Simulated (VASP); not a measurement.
Crystal: AlRu.

```xyz
2
Lattice="2.9900 0.0000 0.0000 0.0000 2.9900 0.0000 0.0000 0.0000 2.9900" Properties=species:S:1:pos:R:3 pbc="T T T"
Ru    0.0000    0.0000    0.0000
Al    1.4950    1.4950    1.4950
```

| Property | Result |
| --- | --- |
| Program | VASP 6.6.1 |
| Task | relaxation of cell and atoms |
| Functional | LDA |
| Potentials or basis | VASP PAW LDA potentials, release 64 (Ru_pv, Al) |
| Cutoff | 600 eV |
| k mesh | 16 × 16 × 16 |
| Occupations | gaussian, width 0.3 eV |
| Spin | no spin polarisation |

At the start: pressure -7.1 GPa; volume 13.37 Å³/atom.

Question: Where does the relaxation end?

Answer: Over 4 steps the energy falls by 9.9 meV/atom and the volume is 12.93 Å³/atom (-3.3 %); space group Pm-3m (No. 221, to 0.05 Å).

The path:
```csv
step,energy change (eV),largest force (eV/Å),pressure (GPa),volume (Å³)
1,0.0000,0.0000,-7.09,26.73
2,0.0368,0.0000,14.05,24.51
3,-0.0197,0.0000,-0.12,25.88
4,-0.0197,0.0000,0.01,25.86
```

Final structure:
```
CELL_PARAMETERS angstrom
2.95717 0.00000 0.00000
0.00000 2.95717 0.00000
0.00000 0.00000 2.95717
ATOMIC_POSITIONS crystal
Ru 0.00000 0.00000 0.00000
Al 0.50000 0.50000 0.50000
```
